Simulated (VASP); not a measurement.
# BAs3 (P4/mmm) in VASP: single point with PBE

Aim: the single point of BAs3 with PBE.

All numbers are computed with VASP 6.6.1; they aren't measurements. Logs are shortened: lines on timing, memory, paths and dates and some standing lists are left out, and cuts for length are marked.

## Step 1: The cell of the first run

Symmetry: P4/mmm, No. 123, tetragonal system. Conventional cell: a = 4.500 Å, b = 4.500 Å, c = 3.239 Å, α = 90.00°, β = 90.00°, γ = 90.00°. B (site symmetry 4/mmm) has 12 As at 2.77 to 3.18 Å and 2 B at 3.24 Å within 3.7 Å. Within 3.7 Å of As (site symmetry mmm) lie 4 B at 2.77 Å and 10 As at 2.77 to 3.24 Å. As (site symmetry 4/mmm) has 10 As at 2.77 to 3.24 Å and 4 B at 3.18 Å within 3.7 Å.

## Step 2: Single point, PBE

Contents of INCAR:

```
ALGO = Normal
EDIFF = 1E-7
ENCUT = 520
GGA = PE
ISIF = 2
ISMEAR = 0
LASPH = True
LCHARG = False
LREAL = False
LWAVE = False
NBANDS = 17
NELM = 80
PREC = Accurate
SIGMA = 0.1
```

Contents of KPOINTS:

```
k-points
0
Gamma
  12 12 12
```

Contents of POSCAR:

```
BAs3
1.0
    4.5003877034      0.0000000000      0.0000000000
    0.0000000000      4.5003877034      0.0000000000
    0.0000000000      0.0000000000      3.2391005897
B As
1 3
Direct
    0.0000000000      0.0000000000      0.0000000000
    0.0000000000      0.5000000000      0.5000000000
    0.5000000000      0.0000000000      0.5000000000
    0.5000000000      0.5000000000      0.0000000000
```

Potentials or basis: VASP PAW PBE potentials, release 64 (B, As).

Run with:

```bash
$ cat potpaw_PBE.64/B/POTCAR potpaw_PBE.64/As/POTCAR > POTCAR
$ mpirun -np 1 vasp_std > vasp.out
```

OUTCAR:

```text
EDIFF = 1E-7
   ENCUT = 520
   GGA = PE
   ISIF = 2
   ISMEAR = 0
   LASPH = True
   LREAL = False
   NELM = 80
   PREC = Accurate

 ion  position               nearest neighbor table
   1  0.000  0.000  0.000-
   2  0.000  0.500  0.500-   4 2.77   4 2.77   4 2.77   4 2.77
   3  0.500  0.000  0.500-   4 2.77   4 2.77   4 2.77   4 2.77
   4  0.500  0.500  0.000-   2 2.77   3 2.77   2 2.77   3 2.77   3 2.77   3 2.77   2 2.77   2 2.77

  LATTYP: Found a simple tetragonal cell.
 ALAT       =     4.5003877034
 C/A-ratio  =     0.7197381211

  Lattice vectors:

 A1 = (   4.5003877034,   0.0000000000,   0.0000000000)
 A2 = (   0.0000000000,   4.5003877034,   0.0000000000)
 A3 = (   0.0000000000,   0.0000000000,   3.2391005897)

Analysis of symmetry for initial positions (statically):
=====================================================================
 Subroutine PRICEL returns:
 Original cell was already a primitive cell.

 Routine SETGRP: Setting up the symmetry group for a
 simple tetragonal supercell.

 Subroutine GETGRP returns: Found 16 space group operations
 (whereof 16 operations were pure point group operations)
 out of a pool of 16 trial point group operations.

The static configuration has the point symmetry D_4h.

Analysis of symmetry for dynamics (positions and initial velocities):
=====================================================================
 Subroutine PRICEL returns:
 Original cell was already a primitive cell.

 Routine SETGRP: Setting up the symmetry group for a
 simple tetragonal supercell.

 Subroutine GETGRP returns: Found 16 space group operations
 (whereof 16 operations were pure point group operations)
 out of a pool of 16 trial point group operations.

The dynamic configuration has the point symmetry D_4h.

 Subroutine INISYM returns: Found 16 space group operations
 (whereof 16 operations are pure point group operations),
 and found     1 'primitive' translations

----------------------------------------------------------------------------------------

                                     Primitive cell

  volume of cell :      65.6031

  direct lattice vectors                    reciprocal lattice vectors
     4.500387703  0.000000000  0.000000000     0.222203078  0.000000000  0.000000000
     0.000000000  4.500387703  0.000000000     0.000000000  0.222203078  0.000000000
     0.000000000  0.000000000  3.239100590     0.000000000  0.000000000  0.308727677

  length of vectors
     4.500387703  4.500387703  3.239100590     0.222203078  0.222203078  0.308727677

  position of ions in fractional coordinates (direct lattice)
     0.000000000  0.000000000  0.000000000
     0.000000000  0.500000000  0.500000000
     0.500000000  0.000000000  0.500000000
     0.500000000  0.500000000  0.000000000

  ion indices of the primitive-cell ions
   primitive index   ion index
                 1           1
                 2           2
                 3           3
                 4           4

----------------------------------------------------------------------------------------

 KPOINTS: k-points

Automatic generation of k-mesh.
 Grid dimensions read from file:
 generate k-points for:   12   12   12

 Generating k-lattice:

  Cartesian coordinates                     Fractional coordinates (reciprocal lattice)
     0.018516923  0.000000000  0.000000000     0.083333333  0.000000000  0.000000000
     0.000000000  0.018516923  0.000000000     0.000000000  0.083333333  0.000000000
     0.000000000  0.000000000  0.025727306     0.000000000  0.000000000  0.083333333

  Length of vectors
     0.018516923  0.018516923  0.025727306

  Shift w.r.t. Gamma in fractional coordinates (k-lattice)
     0.000000000  0.000000000  0.000000000

 Subroutine IBZKPT returns following result:
 ===========================================

 Found    196 irreducible k-points:

 Following reciprocal coordinates:
            Coordinates               Weight
  0.000000  0.000000  0.000000      1.000000
  0.083333  0.000000  0.000000      4.000000
  0.166667  0.000000  0.000000      4.000000
  0.250000  0.000000  0.000000      4.000000
  0.333333  0.000000  0.000000      4.000000
  0.416667  0.000000  0.000000      4.000000
[... 16 lines left out ...]
  0.333333  0.333333  0.000000      4.000000
  0.416667  0.333333  0.000000      8.000000
 [... further k-points ...]
   k-points           NKPTS =    196   k-points in BZ     NKDIM =    196   number of bands    NBANDS=     17
   number of dos      NEDOS =    301   number of ions     NIONS =      4
   total plane-waves  NPLWV =  31104
   dimension x,y,z NGX =    36 NGY =   36 NGZ =   24
   dimension x,y,z NGXF=    72 NGYF=   72 NGZF=   48
   ions per type =               1   3
   NGX,Y,Z   is equivalent  to a cutoff of  13.30, 13.30, 12.32 a.u.
   NGXF,Y,Z  is equivalent  to a cutoff of  26.60, 26.60, 24.64 a.u.
 SYSTEM =  unknown system
   PREC   = accura    normal or accurate (medium, high low for compatibility)
   ISTART =      0    job   : 0-new  1-cont  2-samecut
   ICHARG =      2    charge: 1-file 2-atom 10-const
   ISPIN  =      1    spin polarized calculation?
   LNONCOLLINEAR =      F non collinear calculations
   LSORBIT =      F    spin-orbit coupling
   LASPH  =      T    aspherical Exc in radial PAW
   ENCUT  =  520.0 eV  38.22 Ry    6.18 a.u.   8.37  8.37  6.02*2*pi/ulx,y,z
   NELM   =     80;   NELMIN=  2; NELMDL= -5     # of ELM steps
   EDIFF  = 0.1E-06   stopping-criterion for ELM
   LREAL  =      F    real-space projection
   EDIFFG = 0.1E-05   stopping-criterion for IOM
   NSW    =      0    number of steps for IOM
   IBRION =     -1    ionic relax: 0-MD 1-quasi-New 2-CG
   NFREE  =      0    steps in history (QN), initial steepest desc. (CG)
   ISIF   =      2    stress and relaxation
   ISYM   =      2    0-nonsym 1-usesym 2-fastsym
   POTIM  = 0.5000    time-step for ionic-motion
   TEBEG  =    0.0;   TEEND  =   0.0 temperature during run
   PSTRESS=    0.0 pullay stress
   NELECT =      18.0000    total number of electrons
   NUPDOWN=      -1.0000    fix difference up-down
   EMIN   =  10.00;   EMAX   =-10.00  energy-range for DOS
   EFERMI =   0.00;   METHOD = LEGACY
   ISMEAR =     0;   SIGMA  =   0.10  broadening in eV -4-tet -1-fermi 0-gaus
   EFERMI_NEDOS =   21; number of points for ismear=-14 and -15
   IALGO  =     38    algorithm
   IMIX   =      4    mixing-type and parameters
     AMIX     =   0.40;   BMIX     =  1.00
     AMIX_MAG =   1.60;   BMIX_MAG =  1.00
  volume/ion in A,a.u.               =      16.40       110.68
  Fermi-wavevector in a.u.,A,eV,Ry     =   1.063794  2.010279 15.397140  1.131658
  Thomas-Fermi vector in A             =   2.199291
   LORBIT       =      0    0 simple, 1 ext, 2 COOP (PROOUT), +10 PAW based schemes
   GGA     = PE    functional components
   LHFCALC =     F    Hartree Fock is set to
   AEXX    =    0.0000 exact exchange contribution
   IVDW    =     0    specifies the selected vdW correction
   LEPSILON=     F    determine dielectric tensor
   LRPA    =     F    only Hartree local field effects (RPA)
 non-spin polarized calculation
 Gauss-broadening in eV      SIGMA  =   0.10
  energy-cutoff  :      520.00
  volume of cell :       65.60
 maximum number of plane-waves:      1792
 NGX is ok and might be reduce to    36
   NGX = 17   NGY = 17   NGZ = 13

 number of electron      18.0000001 magnetization

 Free energy of the ion-electron system (eV)
  ---------------------------------------------------
  ext. energy  EPLUGINS =         0.00000000
  ---------------------------------------------------
  free energy    TOTEN  =       -16.28653113 eV

  energy without entropy =      -16.27566391  energy(sigma->0) =      -16.28109752

 E-fermi :   6.3614     XC(G=0): -10.8948

 val. band max:        6.3608168937   @ k =   0.4167   0.4167   0.0833
 cond. band min:       6.3619662779   @ k =   0.1667   0.0000   0.3333
 fundamental gap:      0.0011493842
 Fermi energy:         6.3614412874

 k-point     1 :       0.0000    0.0000    0.0000
  band No.  band energies     occupation
      1      -8.9171      2.00000
      2      -3.6812      2.00000
      3      -1.8630      2.00000
      4      -0.0881      2.00000
      5      -0.0881      2.00000
      6       3.1713      2.00000
[... 9 lines left out ...]
     16      13.4350      0.00000
     17      13.4795      0.00000

 k-point     2 :       0.0833    0.0000    0.0000
  band No.  band energies     occupation
      1      -8.8731      2.00000
      2      -3.8375      2.00000
      3      -2.0836      2.00000
      4      -0.0435      2.00000
      5       0.3927      2.00000
      6       2.9388      2.00000
[... 9 lines left out ...]
     16      13.2013      0.00000
     17      13.4354      0.00000

 k-point     3 :       0.1667    0.0000    0.0000
  band No.  band energies     occupation
      1      -8.7424      2.00000
      2      -4.3039      2.00000
      3      -2.2985      2.00000
      4       0.0885      2.00000
      5       1.3228      2.00000
      6       2.5278      2.00000
[... 9 lines left out ...]
     16      12.4694      0.00000
     17      12.9145      0.00000

 k-point     4 :       0.2500    0.0000    0.0000
  band No.  band energies     occupation
      1      -8.5311      2.00000
      2      -4.9452      2.00000
      3      -2.3191      2.00000
      4       0.3011      2.00000
      5       1.6244      2.00000
      6       2.9166      2.00000
[... 9 lines left out ...]
     16      12.4159      0.00000
     17      12.9752      0.00000
[... 343 lines left out ...]
      1      -7.3839      2.00000
      2      -6.1139      2.00000
      3      -3.9544      2.00000
      4      -1.0502      2.00000
      5       3.5447      2.00000
      6       5.0911      2.00000
[... 9 lines left out ...]
     16      11.1344      0.00000
     17      13.6357      0.00000

 k-point    23 :       0.3333    0.3333    0.0000
  band No.  band energies     occupation
      1      -7.5595      2.00000
      2      -5.4586      2.00000
      3      -4.5499      2.00000
      4      -1.0944      2.00000
      5       4.4575      2.00000
      6       4.6380      2.00000
[... 9 lines left out ...]
     16      10.5117      0.00000
     17      12.3675      0.00000

 k-point    24 :       0.4167    0.3333    0.0000
  band No.  band energies     occupation
      1      -7.2349      2.00000
      2      -5.7569      2.00000
      3      -4.7087      2.00000
      4      -1.4766      2.00000
      5       4.7250      2.00000
      6       5.8203      2.00000
[... 9 lines left out ...]
     16      10.3977      0.00000
     17      12.8859      0.00000

 [... further k-points ...]

------------------------ aborting loop because EDIFF is reached ----------------------------------------

  FORCE on cell =-STRESS in cart. coord.  units (eV):
  Direction    XX          YY          ZZ          XY          YZ          ZX
  --------------------------------------------------------------------------------------
  -------------------------------------------------------------------------------------
  Total        0.0523090      0.0523090      0.0388028      0.0000000      0.0000000      0.0000000
  in kB        1.2775064      1.2775064      0.9476528      0.0000000      0.0000000      0.0000000
  external PRESSURE =       1.1675552 kB  Pullay stress =       0.0000000 kB

 VOLUME and BASIS-vectors are now :
 -----------------------------------------------------------------------------
  energy-cutoff  :      520.00
  volume of cell :       65.60
      direct lattice vectors                 reciprocal lattice vectors
     4.500387703  0.000000000  0.000000000     0.222203078  0.000000000  0.000000000
     0.000000000  4.500387703  0.000000000     0.000000000  0.222203078  0.000000000
     0.000000000  0.000000000  3.239100590     0.000000000  0.000000000  0.308727677

 POSITION                                       TOTAL-FORCE (eV/Angst)
 -----------------------------------------------------------------------------------
      0.00000      0.00000      0.00000         0.000000      0.000000      0.000000
      0.00000      2.25019      1.61955         0.000000      0.000000      0.000000
      2.25019      0.00000      1.61955         0.000000      0.000000      0.000000
      2.25019      2.25019      0.00000         0.000000      0.000000      0.000000
 -----------------------------------------------------------------------------------
    total drift:                                0.000000      0.000000      0.000000

  FREE ENERGIE OF THE ION-ELECTRON SYSTEM (eV)
  ---------------------------------------------------
  free  energy   TOTEN  =       -16.2865311259 eV

  energy  without entropy=      -16.2756639108  energy(sigma->0) =      -16.28109752
```

It took 2.1 min on 1 thread of Intel Xeon Platinum 8259CL at 2.50GHz (Skylake/Cascade Lake), shared host; peak memory 0.32 GiB.

Results:

```
Free energy            : -16.2865 eV
Pressure               : 0.1 GPa
Band gap on the k mesh : zero (bands 9 and 10 overlap by 5.23 eV)
```

Levels at points of the mesh, in eV from the Fermi level:
```tsv
k point	band 5	band 6	band 7	band 8	band 9	band 10	band 11	band 12	band 13	band 14
(0.00, 0.00, 0.00)	-6.45	-3.19	-1.93	-1.29	-1.29	2.80	2.96	4.33	4.64	5.23
(0.50, 0.00, 0.00)	-5.35	-3.89	-0.63	0.27	0.56	0.66	1.76	2.18	4.42	4.47
(0.50, 0.50, 0.00)	0.68	0.91	0.98	0.98	1.36	1.41	1.41	2.18	2.18	2.22
(0.00, 0.00, 0.50)	-3.18	-3.18	-2.99	-2.62	-2.62	-2.53	1.61	1.74	1.74	1.92
(0.50, 0.00, 0.50)	-4.08	-3.08	-2.49	-2.05	-1.89	-1.70	-1.02	-0.11	4.16	4.16
(0.50, 0.50, 0.50)	-6.43	-6.43	-5.44	-5.28	2.70	3.13	3.13	3.38	5.47	5.57
```
